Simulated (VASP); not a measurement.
# Pt: relaxation of cell and atoms with r2SCAN+D4

The system is Pt.

```
Pt
1.0
     0.00000    1.96090    1.96090
     1.96090    0.00000    1.96090
     1.96090    1.96090    0.00000
Pt
1
Cartesian
  0.0000 0.0000 0.0000
```

```yaml
Program: VASP 6.6.1
Task: relaxation of cell and atoms
Functional: r2SCAN
Dispersion: D4
Potentials_or_basis: VASP PAW PBE potentials, release 64 (Pt)
Cutoff: 600 eV
k_mesh: 13 × 13 × 13
Occupations: methfessel-paxton, width 0.1 eV
Spin: no spin polarisation
Dipole_correction: no
Further_INCAR_settings: ALGO = Normal; EDIFF = 1e-07; IBRION = 2; EDIFFG = -0.03; NSW = 80; ISIF = 3
```

* Relaxed volume: 15.20 Å³/atom
* Relaxed cell: a = 2.781 Å, b = 2.781 Å, c = 2.781 Å, α = 60.00°, β = 60.00°, γ = 60.00°
* Space group after relaxing (to 0.05 Å): Fm-3m (No. 225)
* Energy gained by relaxing: 0.9 meV/atom
* Ionic steps: 3
* Pressure after relaxing: 0.0 GPa
* Band gap on the k mesh: zero (band 5 reaches 11.30 eV, above the bottom of band 6 at 9.02 eV)
* Dispersion energy per atom: -0.254 eV

Step by step:
| step | energy change (eV) | largest force (eV/Å) | pressure (GPa) | volume (Å³) |
| --- | --- | --- | --- | --- |
| 1 | 0.0000 | 0.0000 | 2.35 | 15.08 |
| 2 | 0.0065 | 0.0000 | -6.28 | 15.57 |
| 3 | -0.0009 | 0.0000 | 0.00 | 15.20 |

Final structure:
```
CELL_PARAMETERS angstrom
0.00000 1.96622 1.96622
1.96622 0.00000 1.96622
1.96622 1.96622 0.00000
ATOMIC_POSITIONS crystal
Pt 0.00000 0.00000 0.00000
```

Levels at points of the mesh, in eV from the Fermi level:
| k point | band 2 | band 3 | band 4 | band 5 | band 6 | band 7 | band 8 | band 9 |
| --- | --- | --- | --- | --- | --- | --- | --- | --- |
| (0.00, 0.00, 0.00) | -3.86 | -3.86 | -3.86 | -1.73 | -1.73 | 15.51 | 20.64 | 20.64 |

It took 2.8 min on 1 thread of Intel(R) Xeon(R) Platinum 8124M CPU @ 3.00GHz (Skylake/Cascade Lake) (shared host), peak memory 0.16 GiB.

Caveat: the PAW data sets were made with another functional, which shifts forces and pressure a little; spin-orbit coupling is left out, which moves the levels of the heavy elements; pairwise dispersion overbinds metals, which lowers pressure and volume. Zero-point motion and thermal expansion aren't in these numbers.
